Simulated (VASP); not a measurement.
Input of a VASP 6.6.1 run:

INCAR

```
PREC = Accurate ; ENCUT = 520
EDIFF = 1E-7 ; ISMEAR = -1
SIGMA = 0.05 ; LREAL = F
LASPH = T ; NELM = 80
ALGO = Normal ; ISIF = 2
LWAVE = F ; LCHARG = F
NBANDS = 21
```

File KPOINTS:

```
Automatic mesh
0
Gamma
  7 7 7
```

File POSCAR:

```
Sn
1.0
    0.0000000000      3.1673376916      3.1673376916
    3.1673376916      0.0000000000      3.1673376916
    3.1673376916      3.1673376916      0.0000000000
Sn
2
Direct
    0.7500000000      0.7500000000      0.7500000000
    0.5000000000      0.5000000000      0.5000000000
```

Potentials or basis: VASP PAW LDA potentials, release 64 (Sn_d).

Command:

```console
$ cat potpaw_LDA.64/Sn_d/POTCAR > POTCAR
$ mpirun -np 1 vasp_std > vasp.out
```

Task: Predict the band gap on the k mesh.

Result: Zero (filled and empty bands overlap).

Task: Predict the pressure.

Result: 3.5 GPa.

Caveat: spin-orbit coupling is left out, which moves the levels of the heavy elements.
